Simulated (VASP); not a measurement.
Input of a VASP 6.6.1 run:

Contents of INCAR:

```
SYSTEM = Li2O
ALGO = Normal ; EDIFF = 1E-8
ENCUT = 650 ; GGA = PS
GGA_COMPAT = .False. ; ISIF = 2
ISMEAR = -1 ; LASPH = .True.
LCHARG = .False. ; LEFG = .True.
LREAL = .False. ; LWAVE = .False.
NBANDS = 13 ; NELM = 120
PREC = Accurate ; SIGMA = 0.03
```

Contents of KPOINTS:

```
k-points
0
Gamma
  9 9 9
  0 0 0
```

File POSCAR:

```
Li2O
1.0
    0.0000000000      2.3017758620      2.3017758620
    2.3017758620      0.0000000000      2.3017758620
    2.3017758620      2.3017758620      0.0000000000
Li O
2 1
Direct
    0.2500000000      0.2500000000      0.2500000000
    0.7500000000      0.7500000000      0.7500000000
    0.0000000000      0.0000000000      0.0000000000
```

Potentials or basis: VASP PAW PBE potentials, release 64 (Li_sv, O).

Launch:

```sh
$ cat potpaw_PBE.64/Li_sv/POTCAR potpaw_PBE.64/O/POTCAR > POTCAR
$ mpirun -np 1 vasp_std > vasp.out
```

(1) Estimate the pressure.

(2) Estimate the band gap on the k mesh.

Answers

(1) -1.4 GPa.

(2) 4.94 eV, indirect (least direct gap 5.24 eV).

Caveat: without QUAD_EFG the Cq values of the log hold for a quadrupole moment of 1 mb, not for the nuclei; the PAW data sets were made with another functional, which shifts forces and pressure a little.
